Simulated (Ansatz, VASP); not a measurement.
**AlGa5N6: VASP beside Ansatz**

INCAR

```
PREC = Accurate ; ENCUT = 600
EDIFF = 1E-6 ; ISMEAR = 0
SIGMA = 0.1 ; LREAL = False
LASPH = True ; NELM = 80
ALGO = Normal ; ISIF = 3
LWAVE = False ; LCHARG = False
GGA = PE ; IBRION = 2
NSW = 90 ; EDIFFG = -0.04
```

Contents of KPOINTS:

```
Automatic mesh
0
Gamma
  6 6 2
```

POSCAR

```
AlGa5N6
1.0
    2.9942772975      0.0000000000      0.0000000000
   -1.4971386488      2.5931202056      0.0000000000
    0.0000000000      0.0000000000     14.6787847157
Al Ga N
1 5 6
Direct
    0.0000000000      0.0000000000      0.5000000000
    0.6666666667      0.3333333333      0.6635065644
    0.3333333333      0.6666666667      0.8317914480
    0.0000000000      0.0000000000      0.0000000000
    0.6666666667      0.3333333333      0.1682085520
    0.3333333333      0.6666666667      0.3364934356
    0.0000000000      0.0000000000      0.7475601074
    0.6666666667      0.3333333333      0.9158690574
    0.3333333333      0.6666666667      0.0841309426
    0.0000000000      0.0000000000      0.2524398926
    0.6666666667      0.3333333333      0.4219941870
    0.3333333333      0.6666666667      0.5780058130
```

Input for Ansatz:

```yaml
crystal:
  lattice:
    - [2.9942772975, 0.0, 0.0]
    - [-1.4971386488, 2.5931202056, 0.0]
    - [0.0, 0.0, 14.6787847157]
  atoms:
    - { symbol: Al, position: [0.0, 0.0, 0.5] }
    - { symbol: Ga, position: [0.6666666667, 0.3333333333, 0.6635065644] }
    - { symbol: Ga, position: [0.3333333333, 0.6666666667, 0.831791448] }
    - { symbol: Ga, position: [0.0, 0.0, 0.0] }
    - { symbol: Ga, position: [0.6666666667, 0.3333333333, 0.168208552] }
    - { symbol: Ga, position: [0.3333333333, 0.6666666667, 0.3364934356] }
    - { symbol: "N", position: [0.0, 0.0, 0.7475601074] }
    - { symbol: "N", position: [0.6666666667, 0.3333333333, 0.9158690574] }
    - { symbol: "N", position: [0.3333333333, 0.6666666667, 0.0841309426] }
    - { symbol: "N", position: [0.0, 0.0, 0.2524398926] }
    - { symbol: "N", position: [0.6666666667, 0.3333333333, 0.421994187] }
    - { symbol: "N", position: [0.3333333333, 0.6666666667, 0.578005813] }
basis:
  ecutwfc: 420
kpoints:
  mp_grid: { grid: [6, 6, 2] }
hamiltonian:
  xc: pbe
scf:
  occupations: { method: gaussian, width: 0.1 }
  lower_state_search: "off"
output:
  forces: true
  stress: true
  eigenvalues: true
relax:
  adjacent_minimum: "off"
  f_tol: 0.04
  max_steps: 70
  cell: { stress_tol: 0.4 }
```

Alike in both runs: task relaxation of cell and atoms; functional PBE; k mesh 6 × 6 × 2; occupations gaussian, width 0.1 eV; no spin polarisation.

```csv
,VASP,Ansatz
version,VASP 6.6.1,Ansatz 0.2.0
potentials or method,"VASP PAW PBE potentials, release 64 (Al, Ga_d, N), cutoff 600 eV","scalar-relativistic, plane waves, PAW"
valence electrons in the cell,98,98
```

```csv
,VASP,Ansatz,Ansatz less VASP
"gap on the k mesh at the Fermi level, each at its own relaxed structure (eV)",0.81,0.85,+0.040
relaxed volume (Å³/atom),9.54,9.50,-0.044
relaxed cell length with the largest relative difference (Å),2.999,2.994,-0.0048
```
